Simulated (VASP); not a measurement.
# Ge (Imma) in VASP: a series of runs

The runs below take Ge through single point, with PBE.

All numbers are computed with VASP 6.6.1; they aren't measurements. Logs are shortened: lines on timing, memory, paths and dates and some standing lists are left out, and cuts for length are marked.

## Step 1: The cell of the first run

It takes space group Imma (No. 74, orthorhombic). The conventional cell has a = 4.033 Å, b = 4.114 Å, c = 5.761 Å, α = 90.00°, β = 90.00°, γ = 90.00°. Within 3.3 Å of Ge (site symmetry mm2) lie 4 Ge at 2.48 to 2.51 Å.

## Step 2: Single point, PBE (engineering shear strain xy -0.0200, normal strain along z +0.0000)

Input file INCAR:

```
SYSTEM = Ge
  ALGO = Normal
  EDIFF = 1E-6
  ENCUT = 520
  GGA = PE
  ISIF = 2
  ISMEAR = 0
  LASPH = .True.
  LCHARG = .True.
  LELF = .True.
  LREAL = .False.
  LVHAR = .True.
  LWAVE = .False.
  NBANDS = 21
  NELM = 80
  PREC = Accurate
  SIGMA = 0.15
```

Input file KPOINTS:

```
k-points
0
Gamma
  14 14 14
  0 0 0
```

Input file POSCAR:

```
Ge
1.0
   -0.0288053477      2.8805347716      2.8805347716
    2.8805347716     -0.0288053477      2.8805347716
    2.8517294239      2.8517294239      0.0000000000
Ge
2
Direct
    0.5000000000      0.5000000000      0.5000000000
    0.7500000000      0.7500000000      0.7500000000
```

Potentials or basis: VASP PAW PBE potentials, release 64 (Ge_d).

Run with:

```
$ cat potpaw_PBE.64/Ge_d/POTCAR > POTCAR
$ mpirun -np 1 vasp_std > vasp.out
```

OUTCAR:

```text
SYSTEM = Ge
   EDIFF = 1E-6
   ENCUT = 520
   GGA = PE
   ISIF = 2
   ISMEAR = 0
   LASPH = .True.
   LREAL = .False.
   NELM = 80
   PREC = Accurate

 ion  position               nearest neighbor table
   1  0.500  0.500  0.500-   2 2.48   2 2.48   2 2.51   2 2.51
   2  0.750  0.750  0.750-   1 2.48   1 2.48   1 2.51   1 2.51

  LATTYP: Found a body centered orthorhombic cell.
 ALAT       =     4.0329544275
 B/A-ratio  =     1.0202020202
 C/A-ratio  =     1.4284985478

  Lattice vectors:

 A1 = (   0.0288053477,  -2.8805347716,  -2.8805347716)
 A2 = (  -0.0288053477,   2.8805347716,  -2.8805347716)
 A3 = (   2.8805347716,  -0.0288053477,   2.8805347716)

Analysis of symmetry for initial positions (statically):
=====================================================================
 Subroutine PRICEL returns:
 Original cell was already a primitive cell.

 Routine SETGRP: Setting up the symmetry group for a
 body centered orthorhombic supercell.

 Subroutine GETGRP returns: Found  8 space group operations
 (whereof  4 operations were pure point group operations)
 out of a pool of  8 trial point group operations.

The static configuration has the point symmetry C_2v.
 The point group associated with its full space group is D_2h.

Analysis of symmetry for dynamics (positions and initial velocities):
=====================================================================
 Subroutine PRICEL returns:
 Original cell was already a primitive cell.

 Routine SETGRP: Setting up the symmetry group for a
 body centered orthorhombic supercell.

 Subroutine GETGRP returns: Found  8 space group operations
 (whereof  4 operations were pure point group operations)
 out of a pool of  8 trial point group operations.

The dynamic configuration has the point symmetry C_2v.
 The point group associated with its full space group is D_2h.

 Subroutine INISYM returns: Found  8 space group operations
 (whereof  4 operations are pure point group operations),
 and found     1 'primitive' translations

----------------------------------------------------------------------------------------

                                     Primitive cell

  volume of cell :      47.7976

  direct lattice vectors                    reciprocal lattice vectors
    -0.028805348  2.880534772  2.880534772    -0.171860277  0.171860277  0.173578880
     2.880534772 -0.028805348  2.880534772     0.171860277 -0.171860277  0.173578880
     2.851729424  2.851729424  0.000000000     0.175332202  0.175332202 -0.173578880

  length of vectors
     4.073793182  4.073793182  4.032954427     0.298666265  0.298666265  0.302675387

  position of ions in fractional coordinates (direct lattice)
     0.500000000  0.500000000  0.500000000
     0.750000000  0.750000000  0.750000000

  ion indices of the primitive-cell ions
   primitive index   ion index
                 1           1
                 2           2

----------------------------------------------------------------------------------------

 KPOINTS: k-points

Automatic generation of k-mesh.
 Grid dimensions read from file:
 generate k-points for:   14   14   14

 Generating k-lattice:

  Cartesian coordinates                     Fractional coordinates (reciprocal lattice)
    -0.012275734  0.012275734  0.012398491     0.071428571  0.000000000  0.000000000
     0.012275734 -0.012275734  0.012398491     0.000000000  0.071428571  0.000000000
     0.012523729  0.012523729 -0.012398491     0.000000000  0.000000000  0.071428571

  Length of vectors
     0.021333305  0.021333305  0.021619671

  Shift w.r.t. Gamma in fractional coordinates (k-lattice)
     0.000000000  0.000000000  0.000000000

 Subroutine IBZKPT returns following result:
 ===========================================

 Found    428 irreducible k-points:

 Following reciprocal coordinates:
            Coordinates               Weight
  0.000000  0.000000  0.000000      1.000000
  0.071429 -0.000000  0.000000      4.000000
  0.142857 -0.000000  0.000000      4.000000
  0.214286 -0.000000  0.000000      4.000000
  0.285714 -0.000000  0.000000      4.000000
  0.357143  0.000000  0.000000      4.000000
[... 16 lines left out ...]
  0.214286  0.142857  0.000000      4.000000
  0.285714  0.142857  0.000000      4.000000
 [... further k-points ...]
   k-points           NKPTS =    428   k-points in BZ     NKDIM =    428   number of bands    NBANDS=     21
   number of dos      NEDOS =    301   number of ions     NIONS =      2
   total plane-waves  NPLWV =  27000
   dimension x,y,z NGX =    30 NGY =   30 NGZ =   30
   dimension x,y,z NGXF=    60 NGYF=   60 NGZF=   60
   ions per type =               2
   NGX,Y,Z   is equivalent  to a cutoff of  12.24, 12.24, 12.37 a.u.
   NGXF,Y,Z  is equivalent  to a cutoff of  24.49, 24.49, 24.73 a.u.
 SYSTEM =  Ge
   PREC   = accura    normal or accurate (medium, high low for compatibility)
   ISTART =      0    job   : 0-new  1-cont  2-samecut
   ICHARG =      2    charge: 1-file 2-atom 10-const
   ISPIN  =      1    spin polarized calculation?
   LNONCOLLINEAR =      F non collinear calculations
   LSORBIT =      F    spin-orbit coupling
   LASPH  =      T    aspherical Exc in radial PAW
   ENCUT  =  520.0 eV  38.22 Ry    6.18 a.u.   7.57  7.57  7.50*2*pi/ulx,y,z
   NELM   =     80;   NELMIN=  2; NELMDL= -5     # of ELM steps
   EDIFF  = 0.1E-05   stopping-criterion for ELM
   LREAL  =      F    real-space projection
   EDIFFG = 0.1E-04   stopping-criterion for IOM
   NSW    =      0    number of steps for IOM
   IBRION =     -1    ionic relax: 0-MD 1-quasi-New 2-CG
   NFREE  =      0    steps in history (QN), initial steepest desc. (CG)
   ISIF   =      2    stress and relaxation
   ISYM   =      2    0-nonsym 1-usesym 2-fastsym
   POTIM  = 0.5000    time-step for ionic-motion
   TEBEG  =    0.0;   TEEND  =   0.0 temperature during run
   PSTRESS=    0.0 pullay stress
   NELECT =      28.0000    total number of electrons
   NUPDOWN=      -1.0000    fix difference up-down
   EMIN   =  10.00;   EMAX   =-10.00  energy-range for DOS
   EFERMI =   0.00;   METHOD = LEGACY
   ISMEAR =     0;   SIGMA  =   0.15  broadening in eV -4-tet -1-fermi 0-gaus
   EFERMI_NEDOS =   21; number of points for ismear=-14 and -15
   IALGO  =     38    algorithm
   IMIX   =      4    mixing-type and parameters
     AMIX     =   0.40;   BMIX     =  1.00
     AMIX_MAG =   1.60;   BMIX_MAG =  1.00
  volume/ion in A,a.u.               =      23.90       161.28
  Fermi-wavevector in a.u.,A,eV,Ry     =   1.369805  2.588557 25.529520  1.876367
  Thomas-Fermi vector in A             =   2.495648
   LORBIT       =      0    0 simple, 1 ext, 2 COOP (PROOUT), +10 PAW based schemes
   GGA     = PE    functional components
   LHFCALC =     F    Hartree Fock is set to
   AEXX    =    0.0000 exact exchange contribution
   IVDW    =     0    specifies the selected vdW correction
   LEPSILON=     F    determine dielectric tensor
   LRPA    =     F    only Hartree local field effects (RPA)
 non-spin polarized calculation
 Gauss-broadening in eV      SIGMA  =   0.15
  energy-cutoff  :      520.00
  volume of cell :       47.80
 maximum number of plane-waves:      1307
   NGX = 15   NGY = 15   NGZ = 15

 number of electron      27.9999982 magnetization

 Free energy of the ion-electron system (eV)
  ---------------------------------------------------
  ext. energy  EPLUGINS =         0.00000000
  ---------------------------------------------------
  free energy    TOTEN  =        -9.03289598 eV

  energy without entropy =       -9.03196045  energy(sigma->0) =       -9.03242822

 E-fermi :   4.4751     XC(G=0):  -9.6712

 val. band max:        4.4744879110   @ k =   0.0000   0.0000   0.0000
 cond. band min:       4.4900773756   @ k =   0.0000   0.0000   0.0000
 fundamental gap:      0.0155894647
 Fermi energy:         4.4751451065

 k-point     1 :       0.0000    0.0000    0.0000
  band No.  band energies     occupation
      1     -20.2778      2.00000
      2     -20.2689      2.00000
      3     -20.2597      2.00000
      4     -20.2367      2.00000
      5     -20.2365      2.00000
      6     -20.0630      2.00000
[... 13 lines left out ...]
     20      13.8180      0.00000
     21      13.8219      0.00000

 k-point     2 :       0.0714   -0.0000    0.0000
  band No.  band energies     occupation
      1     -20.2800      2.00000
      2     -20.2708      2.00000
      3     -20.2601      2.00000
      4     -20.2334      2.00000
      5     -20.2331      2.00000
      6     -20.0642      2.00000
[... 13 lines left out ...]
     20      13.3885      0.00000
     21      13.4316      0.00000

 k-point     3 :       0.1429   -0.0000    0.0000
  band No.  band energies     occupation
      1     -20.2846      2.00000
      2     -20.2755      2.00000
      3     -20.2592      2.00000
      4     -20.2261      2.00000
      5     -20.2254      2.00000
      6     -20.0680      2.00000
[... 13 lines left out ...]
     20      12.8670      0.00000
     21      12.9478      0.00000

 k-point     4 :       0.2143   -0.0000    0.0000
  band No.  band energies     occupation
      1     -20.2893      2.00000
      2     -20.2805      2.00000
      3     -20.2569      2.00000
      4     -20.2176      2.00000
      5     -20.2174      2.00000
      6     -20.0730      2.00000
[... 13 lines left out ...]
     20      12.6586      0.00000
     21      12.7700      0.00000

 k-point     5 :       0.2857   -0.0000    0.0000
  band No.  band energies     occupation
      1     -20.2929      2.00000
      2     -20.2843      2.00000
      3     -20.2541      2.00000
      4     -20.2110      2.00000
      5     -20.2102      2.00000
      6     -20.0771      2.00000
[... 13 lines left out ...]
     20      12.8688      0.00000
     21      13.0252      0.00000
[... 382 lines left out ...]
     20      12.7847      0.00000
     21      13.2448      0.00000

 k-point    22 :       0.1429    0.1429    0.0000
  band No.  band energies     occupation
      1     -20.2836      2.00000
      2     -20.2755      2.00000
      3     -20.2669      2.00000
      4     -20.2266      2.00000
      5     -20.2119      2.00000
      6     -20.0893      2.00000
[... 13 lines left out ...]
     20      12.2594      0.00000
     21      14.1586      0.00000

 k-point    23 :       0.2143    0.1429    0.0000
  band No.  band energies     occupation
      1     -20.2869      2.00000
      2     -20.2794      2.00000
      3     -20.2662      2.00000
      4     -20.2202      2.00000
      5     -20.2019      2.00000
      6     -20.1003      2.00000
[... 13 lines left out ...]
     20      12.9702      0.00000
     21      14.1273      0.00000

 k-point    24 :       0.2857    0.1429    0.0000
  band No.  band energies     occupation
      1     -20.2908      2.00000
      2     -20.2859      2.00000
      3     -20.2605      2.00000
      4     -20.2124      2.00000
      5     -20.1934      2.00000
      6     -20.1085      2.00000
[... 13 lines left out ...]
     20      13.5462      0.00000
     21      14.2015      0.00000

 [... further k-points ...]

------------------------ aborting loop because EDIFF is reached ----------------------------------------

  FORCE on cell =-STRESS in cart. coord.  units (eV):
  Direction    XX          YY          ZZ          XY          YZ          ZX
  --------------------------------------------------------------------------------------
  -------------------------------------------------------------------------------------
  Total        0.0099904      0.0099904      0.0053436      0.4275145      0.0000000      0.0000000
  in kB        0.3348778      0.3348778      0.1791174     14.3303080      0.0000000      0.0000000
  external PRESSURE =       0.2829577 kB  Pullay stress =       0.0000000 kB

 VOLUME and BASIS-vectors are now :
 -----------------------------------------------------------------------------
  energy-cutoff  :      520.00
  volume of cell :       47.80
      direct lattice vectors                 reciprocal lattice vectors
    -0.028805348  2.880534772  2.880534772    -0.171860277  0.171860277  0.173578880
     2.880534772 -0.028805348  2.880534772     0.171860277 -0.171860277  0.173578880
     2.851729424  2.851729424  0.000000000     0.175332202  0.175332202 -0.173578880

 POSITION                                       TOTAL-FORCE (eV/Angst)
 -----------------------------------------------------------------------------------
      2.85173      2.85173      2.88053         0.000000      0.000000     -0.149025
      4.27759      4.27759      4.32080        -0.000000     -0.000000      0.149025
 -----------------------------------------------------------------------------------
    total drift:                                0.000000     -0.000000      0.000000

  FREE ENERGIE OF THE ION-ELECTRON SYSTEM (eV)
  ---------------------------------------------------
  free  energy   TOTEN  =        -9.0328959805 eV

  energy  without entropy=       -9.0319604512  energy(sigma->0) =       -9.03242822
```

Wall time 7.6 min (1 thread of Intel Xeon 8259CL, shared host); peak memory 0.43 GiB.

Results:

* Free energy: -9.0329 eV
* Pressure: 0.0 GPa
* Largest force: 0.149 eV/Å
* Band gap on the k mesh: zero (bands 14 and 15 overlap by 0.05 eV)

Forces in eV/Å, atoms in the order of the input:
```
Ge   0.000  0.000 -0.149
Ge   0.000  0.000  0.149
```

Levels at points of the mesh, in eV from the Fermi level:
| k point | band 12 | band 13 | band 14 | band 15 | band 16 | band 17 |
| --- | --- | --- | --- | --- | --- | --- |
| (0.00, 0.00, 0.00) | -0.46 | -0.01 | 0.00 | 0.01 | 2.39 | 2.54 |
| (0.50, 0.00, 0.00) | -7.32 | -1.28 | -1.27 | 0.10 | 3.67 | 3.83 |
| (0.50, 0.50, 0.00) | -8.59 | -2.98 | -2.79 | 0.72 | 0.93 | 9.05 |
| (0.00, 0.00, 0.50) | -7.39 | -1.37 | -1.35 | -0.05 | 3.61 | 3.77 |
| (0.50, 0.00, 0.50) | -8.69 | -2.89 | -2.89 | 0.82 | 0.82 | 9.05 |

Caveat: the cell differs from its parent crystal (engineering shear strain xy -0.0200, normal strain along z +0.0000); semilocal functionals underestimate gaps, so a narrow gap can read as zero.

## Step 3: Single point, PBE (engineering shear strain xy -0.0400, normal strain along z +0.0100)

Input file INCAR:

```
  ALGO = Normal
  EDIFF = 1E-6
  ENCUT = 520
  GGA = PE
  ISIF = 2
  ISMEAR = 0
  LASPH = T
  LCHARG = F
  LREAL = F
  LWAVE = F
  NBANDS = 21
  NELM = 80
  PREC = Accurate
  SIGMA = 0.15
```

Input file KPOINTS:

```
k-points
0
Gamma
  14 14 14
```

Input file POSCAR:

```
Ge
1.0
   -0.0576106954      2.8805347716      2.9093401193
    2.8805347716     -0.0576106954      2.9093401193
    2.8229240762      2.8229240762      0.0000000000
Ge
2
Direct
    0.5000000000      0.5000000000      0.5000000000
    0.7500000000      0.7500000000      0.7500000000
```

Potentials or basis: VASP PAW PBE potentials, release 64 (Ge_d).

Run with:

```
$ cat potpaw_PBE.64/Ge_d/POTCAR > POTCAR
$ mpirun -np 1 vasp_std > vasp.out
```

It took 7.7 min on 1 thread of Intel Xeon 8259CL, shared host; peak memory 0.43 GiB.

Results (log left out):

```yaml
Free_energy: -9.0189 eV
Pressure: -0.4 GPa
Largest_force: 0.285 eV/Å
Band_gap_on_the_k_mesh: zero (bands 14 and 15 overlap by 0.15 eV)
```

Forces in eV/Å, atoms in the order of the input:
```
Ge   0.000  0.000 -0.285
Ge   0.000  0.000  0.285
```

Stress tensor (GPa, compression positive):
```
-0.18  2.79  0.00
 2.79 -0.18  0.00
 0.00  0.00 -0.90
```

Levels at points of the mesh, in eV from the Fermi level:
| k point | band 11 | band 12 | band 13 | band 14 | band 15 | band 16 | band 17 | band 18 |
| --- | --- | --- | --- | --- | --- | --- | --- | --- |
| (0.00, 0.00, 0.00) | -12.29 | -0.55 | -0.04 | 0.02 | 0.08 | 2.25 | 2.62 | 2.82 |
| (0.50, 0.00, 0.00) | -10.47 | -7.23 | -1.23 | -1.16 | 0.15 | 3.63 | 3.98 | 7.21 |
| (0.50, 0.50, 0.00) | -8.87 | -8.47 | -2.97 | -2.60 | 0.69 | 1.13 | 8.97 | 9.06 |
| (0.00, 0.00, 0.50) | -10.22 | -7.37 | -1.43 | -1.31 | -0.13 | 3.55 | 3.80 | 7.03 |
| (0.50, 0.00, 0.50) | -8.62 | -8.62 | -2.86 | -2.86 | 0.82 | 0.82 | 8.93 | 8.93 |

Caveat: the cell differs from its parent crystal (engineering shear strain xy -0.0400, normal strain along z +0.0100); semilocal functionals underestimate gaps, so a narrow gap can read as zero.

[end of part 1 of 2]
